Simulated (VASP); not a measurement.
Runs of VASP 6.6.1 on ZrAl3B3N. The structure is that of space group P-6m2 (No. 187), or close to it. The cells are those of the table. 

| cell | k mesh | gap on the mesh (eV) | pressure (GPa) | largest force (eV/Å) |
| --- | --- | --- | --- | --- |
| a = 4.418, b = 4.418, c = 7.749 Å, angles 90.0, 90.0, 120.0°, 8 atoms | 4 × 4 × 2 | none | -0.1 | (b) |
| a = 4.538, b = 4.538, c = 6.674 Å, angles 90.0, 90.0, 120.0°, 8 atoms | 3 × 3 × 2 | none | 0.0 | 0.01 |
| a = 4.090, b = 4.090, c = 6.791 Å, angles 90.0, 90.0, 120.0°, 8 atoms | 3 × 3 × 2 | none | (a) | 0.05 |
| a = 3.734, b = 3.734, c = 8.577 Å, angles 90.0, 90.0, 120.0°, 8 atoms | 3 × 3 × 2 | none | 0.3 | 0.02 |

Alike in all rows: task single point; level PBE; potentials or basis VASP PAW PBE potentials, release 64 (Zr_sv, Al, B, N); no spin polarisation; cutoff (eV) 520; smearing gaussian 0.15 eV.

Task: Fill in the values left out.

Result: (a) -0.2; (b) 0.03.

Caveats: all runs use coarse meshes.

A k mesh can miss the band edges, and the runs leave out spin-orbit coupling on Zr.

A gap of «none» marks levels without a gap at the run's occupations.
